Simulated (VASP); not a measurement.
A run of VASP 6.6.1:

The input INCAR:

```
ALGO = Normal
EDIFF = 1E-7
ENCUT = 520
GGA = RE
ISIF = 2
ISMEAR = -1
LASPH = T
LCHARG = F
LREAL = F
LWAVE = F
NBANDS = 12
NELM = 100
PREC = Accurate
SIGMA = 0.1
```

The input KPOINTS:

```
k-points
0
Gamma
  15 15 15
```

The input POSCAR:

```
Au
1.0
   -1.6405238013      1.6405238013      1.6405238013
    1.6405238013     -1.6405238013      1.6405238013
    1.6405238013      1.6405238013     -1.6405238013
Au
1
Direct
    0.0000000000      0.0000000000      0.0000000000
```

Potentials or basis: VASP PAW PBE potentials, release 64 (Au).

Run with:

```console
$ cat potpaw_PBE.64/Au/POTCAR > POTCAR
$ mpirun -np 1 vasp_std > vasp.out
```

Hardware: 1 thread of Intel Xeon 6975P-C, with other jobs on the host.

Problem. How long does it take, and how much memory?

Solution. Run time: 13 s on 1 thread of Intel Xeon 6975P-C (shared host), peak memory 0.15 GiB. Counts: scf iterations 12, k points 120.
